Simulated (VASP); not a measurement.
Crystal: TiO2.

```xyz
12
Lattice="4.8127 0.0000 0.0000 0.0000 4.8719 0.0000 -0.8629 0.0000 4.9666" Properties=species:S:1:pos:R:3 pbc="T T T"
Ti    1.1513    0.2573    1.0586
Ti    3.2300    2.6932    1.4247
Ti    2.7985    4.6146    3.9080
Ti    0.7198    2.1787    3.5419
O    -0.4276    0.8622    4.2293
O     3.9459    3.2981    3.2206
O     4.3774    4.0097    0.7373
O     0.0039    1.5738    1.7460
O     1.7406    3.6911    2.3183
O     2.6406    1.2552    0.1650
O     2.2092    1.1808    2.6483
O     1.3092    3.6167    4.8016
```

Base run:

- Program: VASP 6.6.1
- Functional: LDA
- Potentials or basis: VASP PAW LDA potentials, release 64 (Ti_sv, O)
- Cutoff: 600 eV
- k mesh: 6 × 6 × 6
- Occupations: fermi-dirac, width 0.05 eV
- Spin: no spin polarisation
- Hubbard terms: Ti d U = 6.0 eV

Its results: band gap on the k mesh 2.90 eV (least direct gap 2.98 eV); pressure 4.0 GPa; largest force 0.717 eV/Å.

Q: The run is repeated on the same cell with these changes: functional from LDA to PBEsol; potentials or basis from VASP PAW LDA potentials, release 64 (Ti_sv, O) to VASP PAW PBE potentials, release 64 (Ti_sv, O); cutoff from 600 eV to 520 eV. What comes out?

A: Band gap on the k mesh 2.97 eV (least direct gap 3.04 eV); pressure 10.6 GPa; largest force 0.726 eV/Å.

Caveats: the cell stands under pressure; the PAW data sets were made with another functional, which shifts forces and pressure a little (at least some runs).

A k mesh can miss the band edges.
